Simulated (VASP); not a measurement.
Wanted: the native input for a VASP 6.6.1 run.

```yaml
Task: single point
Functional: PBE
Potentials_or_basis: VASP PAW PBE potentials, release 64 (Al)
Cutoff: 520 eV
k_mesh: 1 × 1 × 8
Occupations: gaussian, width 0.05 eV
Spin: no spin polarisation
Dipole_correction: no
Further_INCAR_settings: LREAL = Auto; ALGO = Normal; EDIFF = 1e-06; NBANDS = 38
```

The structure of Al lies in POSCAR:

```
Al
1.0
   14.8000000000      0.0000000000      0.0000000000
    0.0000000000     15.0000000000      0.0000000000
    0.0000000000      0.0000000000      7.0000085784
Al
16
Direct
    0.6950916370      0.5000000000      0.0000000000
    0.5836107016      0.3094838976      0.3333333333
    0.5836107016      0.6905161024      0.3333333333
    0.4721297661      0.5000000000      0.6666666667
    0.3606488307      0.5000000000      1.0000000000
    0.5836107016      0.5000000000      0.3333333333
    0.4721297661      0.3094838976      0.6666666667
    0.4721297661      0.6905161024      0.6666666667
    0.5278702339      0.4047419488      1.0000000000
    0.4163892984      0.5952580512      0.3333333333
    0.3049083630      0.4047419488      0.6666666667
    0.6393511693      0.5952580512      0.6666666667
    0.5278702339      0.5952580512      1.0000000000
    0.4163892984      0.4047419488      0.3333333333
    0.3049083630      0.5952580512      0.6666666667
    0.6393511693      0.4047419488      0.6666666667
```

One way to write it, as run:

INCAR

```
PREC = Accurate
ENCUT = 520
EDIFF = 1E-6
ISMEAR = 0
SIGMA = 0.05
LREAL = Auto
LASPH = True
NELM = 100
ALGO = Normal
ISIF = 2
LWAVE = False
LCHARG = False
GGA = PE
NBANDS = 38
```

KPOINTS

```
Automatic mesh
0
Gamma
  1 1 8
```

Potentials or basis: VASP PAW PBE potentials, release 64 (Al).

Run with:

```sh
$ cat potpaw_PBE.64/Al/POTCAR > POTCAR
$ mpirun -np 1 vasp_std > vasp.out
```

Results of the run:

```json
{
 "Largest force": "0.575 eV/Å",
 "Band gap on the k mesh": "zero (bands 24 and 25 overlap by 0.05 eV)"
}
```

Wall time 6.1 min on 1 thread of Intel(R) Xeon(R) 6975P-C (Granite Rapids), with other jobs on the host, peak memory 1.2 GiB.
